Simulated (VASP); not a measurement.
Here is a VASP 6.6.1 calculation.

File INCAR:

```
PREC     = Accurate       # precision mode
ENCUT    = 520            # plane-wave cutoff, eV
EDIFF    = 1E-6           # SCF threshold, eV
ISMEAR   = -1             # smearing method
SIGMA    = 0.15           # smearing width, eV
LREAL    = False          # projectors in reciprocal space
LASPH    = True           # aspherical terms in the spheres
NELM     = 60             # most SCF steps
ALGO     = Normal         # electronic algorithm
ISIF     = 2              # what is computed and relaxed
LWAVE    = False          # write WAVECAR
LCHARG   = True           # write CHGCAR
GGA      = PE             # functional
LELF     = True           # ELF
LVHAR    = True         
NBANDS   = 12             # bands
```

KPOINTS

```
regular mesh
0
Gamma
  20 20 20
```

The input POSCAR:

```
Ag
1.0
   -1.6507373240      1.6507373240      1.6507373240
    1.6507373240     -1.6507373240      1.6507373240
    1.6507373240      1.6507373240     -1.6507373240
Ag
1
Direct
    0.0000000000      0.0000000000      0.0000000000
```

Potentials or basis: VASP PAW PBE potentials, release 64 (Ag).

Launch:

```bash
$ cat potpaw_PBE.64/Ag/POTCAR > POTCAR
$ mpirun -np 1 vasp_std > vasp.out
```

Task: Predict the pressure.

Result: -0.1 GPa.
